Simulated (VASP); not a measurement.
# Au (P1) in VASP: single point with PBE

Aim: the single point of Au with PBE.

Everything below comes from runs of VASP 6.6.1. Logs are shortened: lines on timing, memory, paths and dates and some standing lists are left out, and cuts for length are marked.

**1. The cell of the first run**

The typed cell holds 4 atoms: a = 2.885 Å, b = 5.004 Å, c = 4.898 Å, α = 109.20°, β = 89.07°, γ = 88.61°.

**2. Single point, PBE**

The input, INCAR:

```
PREC     = Accurate       # precision mode
ENCUT    = 520            # plane-wave cutoff, eV
EDIFF    = 1E-7           # SCF threshold, eV
ISMEAR   = -1             # smearing method
SIGMA    = 0.1            # smearing width, eV
LREAL    = F              # projectors in reciprocal space
LASPH    = T              # aspherical terms in the spheres
NELM     = 60             # most SCF steps
ALGO     = Normal         # electronic algorithm
ISIF     = 2              # what is computed and relaxed
LWAVE    = F              # write WAVECAR
LCHARG   = T              # write CHGCAR
GGA      = PE             # functional
LELF     = T              # ELF
LVHAR    = T            
NBANDS   = 30             # bands
```

The input, KPOINTS:

```
Automatic mesh
0
Gamma
  6 4 4
  0.5 0 0.5
```

The input, POSCAR:

```
Au
1.0
   -2.0043850000     -0.0071590000      2.0754690000
    2.0175430000     -4.0682670000      2.1029460000
    1.9669900000      4.0033960000      2.0237560000
Au
4
Direct
    0.8888020000      0.0128440000      0.0255100000
    0.9303970000      0.4741840000      0.4359030000
    0.5019590000      0.9603950000      0.4664970000
    0.5115190000      0.5034760000      0.9236420000
```

Potentials or basis: VASP PAW PBE potentials, release 64 (Au).

On the command line:

```sh
$ cat potpaw_PBE.64/Au/POTCAR > POTCAR
$ mpirun -np 1 vasp_std > vasp.out
```

OUTCAR:

```text
PREC = Accurate
   ENCUT = 520
   EDIFF = 1E-7
   ISMEAR = -1
   LREAL = F
   LASPH = T
   NELM = 60
   ISIF = 2
   GGA = PE

 ion  position               nearest neighbor table
   1  0.889  0.013  0.026-   3 2.51   2 2.52   4 2.69   4 2.86   3 2.89   3 2.91   4 2.98   3 3.17
                             2 3.24   4 3.24
   2  0.930  0.474  0.436-   1 2.52   4 2.62   3 2.66   4 2.85   4 2.91   3 2.93   3 2.94   4 3.04
                             3 3.07   1 3.24
   3  0.502  0.960  0.466-   1 2.51   2 2.66   4 2.88   1 2.89   4 2.90   1 2.91   2 2.93   2 2.94
                             2 3.07   1 3.17
   4  0.512  0.503  0.924-   2 2.62   1 2.69   2 2.85   1 2.86   3 2.88   3 2.90   2 2.91   1 2.98
                             2 3.04   1 3.24

  LATTYP: Found a triclinic cell.
 ALAT       =     2.8853391567
 B/A-ratio  =     2.6153617992
 C/A-ratio  =     2.2565799020
 COS(alpha) =     0.0097082566
 COS(beta)  =     0.4739562722
 COS(gamma) =     0.7486474640

  Lattice vectors:

 A1 = (   2.0043850000,   0.0071590000,  -2.0754690000)
 A2 = (   6.0263130000,  -4.0539490000,  -2.0479920000)
 A3 = (  -1.9801480000,   0.0720300000,  -6.2021710000)

Analysis of symmetry for initial positions (statically):
=====================================================================
 Subroutine PRICEL returns:
 Original cell was already a primitive cell.

 Routine SETGRP: Setting up the symmetry group for a
 triclinic supercell.

 Subroutine GETGRP returns: Found  1 space group operations
 (whereof  1 operations were pure point group operations)
 out of a pool of  2 trial point group operations.

The static configuration has the point symmetry C_1 .

Analysis of symmetry for dynamics (positions and initial velocities):
=====================================================================
 Subroutine PRICEL returns:
 Original cell was already a primitive cell.

 Routine SETGRP: Setting up the symmetry group for a
 triclinic supercell.

 Subroutine GETGRP returns: Found  1 space group operations
 (whereof  1 operations were pure point group operations)
 out of a pool of  2 trial point group operations.

The dynamic configuration has the point symmetry C_1 .

 Subroutine INISYM returns: Found  1 space group operations
 (whereof  1 operations are pure point group operations),
 and found     1 'primitive' translations

----------------------------------------------------------------------------------------

                                     Primitive cell

  volume of cell :      66.7489

  direct lattice vectors                    reciprocal lattice vectors
    -2.004385000 -0.007159000  2.075469000    -0.249473998  0.000800898  0.240891960
     2.017543000 -4.068267000  2.102946000     0.124697443 -0.121931861  0.120006020
     1.966990000  4.003396000  2.023756000     0.126271922  0.125881718  0.122381367

  length of vectors
     2.885339157  5.004363898  4.898144296     0.346795117  0.211703273  0.216259114

  position of ions in fractional coordinates (direct lattice)
     0.888802000  0.012844000  0.025510000
     0.930397000  0.474184000  0.435903000
     0.501959000  0.960395000  0.466497000
     0.511519000  0.503476000  0.923642000

  ion indices of the primitive-cell ions
   primitive index   ion index
                 1           1
                 2           2
                 3           3
                 4           4

----------------------------------------------------------------------------------------

 KPOINTS: Automatic mesh

Automatic generation of k-mesh.
 Grid dimensions read from file:
 generate k-points for:    6    4    4

 Generating k-lattice:

  Cartesian coordinates                     Fractional coordinates (reciprocal lattice)
    -0.041579000  0.000133483  0.040148660     0.166666667  0.000000000  0.000000000
     0.031174361 -0.030482965  0.030001505    -0.000000000  0.250000000 -0.000000000
     0.031567981  0.031470429  0.030595342     0.000000000  0.000000000  0.250000000

  Length of vectors
     0.057799186  0.052925818  0.054064778

  Shift w.r.t. Gamma in fractional coordinates (k-lattice)
     0.500000000  0.000000000  0.500000000

 Subroutine IBZKPT returns following result:
 ===========================================

 Found     48 irreducible k-points:

 Following reciprocal coordinates:
            Coordinates               Weight
  0.083333 -0.000000  0.125000      2.000000
  0.250000 -0.000000  0.125000      2.000000
  0.416667 -0.000000  0.125000      2.000000
 -0.416667  0.000000  0.125000      2.000000
 -0.250000  0.000000  0.125000      2.000000
 -0.083333 -0.000000  0.125000      2.000000
[... 16 lines left out ...]
 -0.250000 -0.250000  0.125000      2.000000
 -0.083333 -0.250000  0.125000      2.000000
 [... further k-points ...]
   k-points           NKPTS =     48   k-points in BZ     NKDIM =     48   number of bands    NBANDS=     30
   number of dos      NEDOS =    301   number of ions     NIONS =      4
   total plane-waves  NPLWV =  34560
   dimension x,y,z NGX =    24 NGY =   40 NGZ =   36
   dimension x,y,z NGXF=    48 NGYF=   80 NGZF=   72
   ions per type =               4
   NGX,Y,Z   is equivalent  to a cutoff of  13.83, 13.29, 12.22 a.u.
   NGXF,Y,Z  is equivalent  to a cutoff of  27.66, 26.58, 24.44 a.u.
 SYSTEM =  unknown system
   PREC   = accura    normal or accurate (medium, high low for compatibility)
   ISTART =      0    job   : 0-new  1-cont  2-samecut
   ICHARG =      2    charge: 1-file 2-atom 10-const
   ISPIN  =      1    spin polarized calculation?
   LNONCOLLINEAR =      F non collinear calculations
   LSORBIT =      F    spin-orbit coupling
   LASPH  =      T    aspherical Exc in radial PAW
   ENCUT  =  520.0 eV  38.22 Ry    6.18 a.u.   5.36  9.30  9.11*2*pi/ulx,y,z
   NELM   =     60;   NELMIN=  2; NELMDL= -5     # of ELM steps
   EDIFF  = 0.1E-06   stopping-criterion for ELM
   LREAL  =      F    real-space projection
   EDIFFG = 0.1E-05   stopping-criterion for IOM
   NSW    =      0    number of steps for IOM
   IBRION =     -1    ionic relax: 0-MD 1-quasi-New 2-CG
   NFREE  =      0    steps in history (QN), initial steepest desc. (CG)
   ISIF   =      2    stress and relaxation
   ISYM   =      2    0-nonsym 1-usesym 2-fastsym
   POTIM  = 0.5000    time-step for ionic-motion
   TEBEG  =    0.0;   TEEND  =   0.0 temperature during run
   PSTRESS=    0.0 pullay stress
   NELECT =      44.0000    total number of electrons
   NUPDOWN=      -1.0000    fix difference up-down
   EMIN   =  10.00;   EMAX   =-10.00  energy-range for DOS
   EFERMI =   0.00;   METHOD = LEGACY
   ISMEAR =    -1;   SIGMA  =   0.10  broadening in eV -4-tet -1-fermi 0-gaus
   EFERMI_NEDOS =   21; number of points for ismear=-14 and -15
   IALGO  =     38    algorithm
   IMIX   =      4    mixing-type and parameters
     AMIX     =   0.40;   BMIX     =  1.00
     AMIX_MAG =   1.60;   BMIX_MAG =  1.00
  volume/ion in A,a.u.               =      16.69       112.61
  Fermi-wavevector in a.u.,A,eV,Ry     =   1.424769  2.692423 27.619371  2.029966
  Thomas-Fermi vector in A             =   2.545225
   LORBIT       =      0    0 simple, 1 ext, 2 COOP (PROOUT), +10 PAW based schemes
   GGA     = PE    functional components
   LHFCALC =     F    Hartree Fock is set to
   AEXX    =    0.0000 exact exchange contribution
   IVDW    =     0    specifies the selected vdW correction
   LEPSILON=     F    determine dielectric tensor
   LRPA    =     F    only Hartree local field effects (RPA)
 non-spin polarized calculation
  energy-cutoff  :      520.00
  volume of cell :       66.75
 maximum number of plane-waves:      1810
 NGX is ok and might be reduce to    24
   NGX = 11   NGY = 19   NGZ = 19

 number of electron      44.0000002 magnetization

 Free energy of the ion-electron system (eV)
  ---------------------------------------------------
  ext. energy  EPLUGINS =         0.00000000
  ---------------------------------------------------
  free energy    TOTEN  =       -11.87800998 eV

  energy without entropy =      -11.84611164  energy(sigma->0) =      -11.86206081

 E-fermi :   9.8476     XC(G=0): -12.8083

 val. band max:        9.8007687916   @ k =   0.0833   0.5000   0.1250
 cond. band min:       9.8532591103   @ k =  -0.0833  -0.2500   0.1250
 fundamental gap:      0.0524903187
 Fermi energy:         9.8476451895

 k-point     1 :       0.0833   -0.0000    0.1250
  band No.  band energies     occupation
      1       0.0146      2.00000
      2       2.4451      2.00000
      3       2.5579      2.00000
      4       2.7434      2.00000
      5       3.0433      2.00000
      6       4.3490      2.00000
[... 22 lines left out ...]
     29      20.6767      0.00000
     30      23.9341      0.00000

 k-point     2 :       0.2500   -0.0000    0.1250
  band No.  band energies     occupation
      1       1.1263      2.00000
      2       2.9753      2.00000
      3       3.1415      2.00000
      4       3.3152      2.00000
      5       3.7927      2.00000
      6       4.0885      2.00000
[... 22 lines left out ...]
     29      20.8513      0.00000
     30      21.5064      0.00000

 k-point     3 :       0.4167   -0.0000    0.1250
  band No.  band energies     occupation
      1       2.5823      2.00000
      2       3.1443      2.00000
      3       3.4583      2.00000
      4       3.6144      2.00000
      5       3.7434      2.00000
      6       3.8985      2.00000
[... 22 lines left out ...]
     29      17.6515      0.00000
     30      19.0118      0.00000

 k-point     4 :      -0.4167    0.0000    0.1250
  band No.  band energies     occupation
      1       2.5933      2.00000
      2       3.2379      2.00000
      3       3.5021      2.00000
      4       3.5771      2.00000
      5       3.7585      2.00000
      6       3.8730      2.00000
[... 22 lines left out ...]
     29      18.2050      0.00000
     30      18.5960      0.00000

 k-point     5 :      -0.2500    0.0000    0.1250
  band No.  band energies     occupation
      1       1.1694      2.00000
      2       3.0058      2.00000
      3       3.1785      2.00000
      4       3.3700      2.00000
      5       3.7767      2.00000
      6       4.1471      2.00000
[... 22 lines left out ...]
     29      21.7669      0.00000
     30      22.1247      0.00000
[... 526 lines left out ...]
     29      17.7962      0.00000
     30      19.3683      0.00000

 k-point    22 :      -0.4167   -0.2500    0.1250
  band No.  band energies     occupation
      1       2.4399      2.00000
      2       2.9434      2.00000
      3       3.1430      2.00000
      4       3.3646      2.00000
      5       3.4640      2.00000
      6       3.7358      2.00000
[... 22 lines left out ...]
     29      17.9026      0.00000
     30      18.9109      0.00000

 k-point    23 :      -0.2500   -0.2500    0.1250
  band No.  band energies     occupation
      1       1.3798      2.00000
      2       2.9827      2.00000
      3       3.0806      2.00000
      4       3.3625      2.00000
      5       3.7663      2.00000
      6       4.0507      2.00000
[... 22 lines left out ...]
     29      19.9577      0.00000
     30      22.1682      0.00000

 k-point    24 :      -0.0833   -0.2500    0.1250
  band No.  band energies     occupation
      1       0.3619      2.00000
      2       2.4369      2.00000
      3       2.6108      2.00000
      4       3.0950      2.00000
      5       3.1249      2.00000
      6       4.2462      2.00000
[... 22 lines left out ...]
     29      21.2394      0.00000
     30      23.6274      0.00000

 [... further k-points ...]
[... 5 lines left out ...]
  --------------------------------------------------------------------------------------
  -------------------------------------------------------------------------------------
  Total        9.5327740      9.8281755      7.8452535      1.7996173     -0.7715688      2.8388124
  in kB      228.8158045    235.9063453    188.3101368     43.1963322    -18.5200163     68.1402023
  external PRESSURE =     217.6774289 kB  Pullay stress =       0.0000000 kB

 VOLUME and BASIS-vectors are now :
 -----------------------------------------------------------------------------
  energy-cutoff  :      520.00
  volume of cell :       66.75
      direct lattice vectors                 reciprocal lattice vectors
    -2.004385000 -0.007159000  2.075469000    -0.249473998  0.000800898  0.240891960
     2.017543000 -4.068267000  2.102946000     0.124697443 -0.121931861  0.120006020
     1.966990000  4.003396000  2.023756000     0.126271922  0.125881718  0.122381367

 POSITION                                       TOTAL-FORCE (eV/Angst)
 -----------------------------------------------------------------------------------
     -1.70541      0.04351      1.92332        -2.861967     -2.292098     -1.167948
     -0.05077     -0.19068      3.81035         0.033372     -0.380174      1.670702
      1.84911     -2.04316      4.00554         2.252916      1.558732      0.282737
      1.80730      1.64577      3.98965         0.575679      1.113540     -0.785492
 -----------------------------------------------------------------------------------
    total drift:                               -0.000001     -0.000016      0.000018

  FREE ENERGIE OF THE ION-ELECTRON SYSTEM (eV)
  ---------------------------------------------------
  free  energy   TOTEN  =       -11.8780099837 eV

  energy  without entropy=      -11.8461116368  energy(sigma->0) =      -11.86206081
```

Run time: 85 s. Hardware: 1 thread of Intel Xeon Platinum 8488C (Sapphire Rapids), shared host; peak memory 0.21 GiB.

Results:

```yaml
Free_energy: -11.8780 eV
Pressure: 21.8 GPa
Largest_force: 3.848 eV/Å
Band_gap_on_the_k_mesh: zero (band 22 reaches 11.26 eV, above the bottom of band 23 at 8.30 eV)
```

Forces in eV/Å, atoms in the order of the input:
```
Au  -2.862 -2.292 -1.168
Au   0.033 -0.380  1.671
Au   2.253  1.559  0.283
Au   0.576  1.114 -0.785
```

Stress tensor (GPa, compression positive):
```
22.88  4.32  6.81
 4.32 23.59 -1.85
 6.81 -1.85 18.83
```

Caveat: the k points lie up to 0.36 Å⁻¹ apart; spin-orbit coupling is left out, which moves the levels of the heavy elements; forces of over 1 eV/Å act on the atoms, so gaps and moduli don't describe the material at rest.
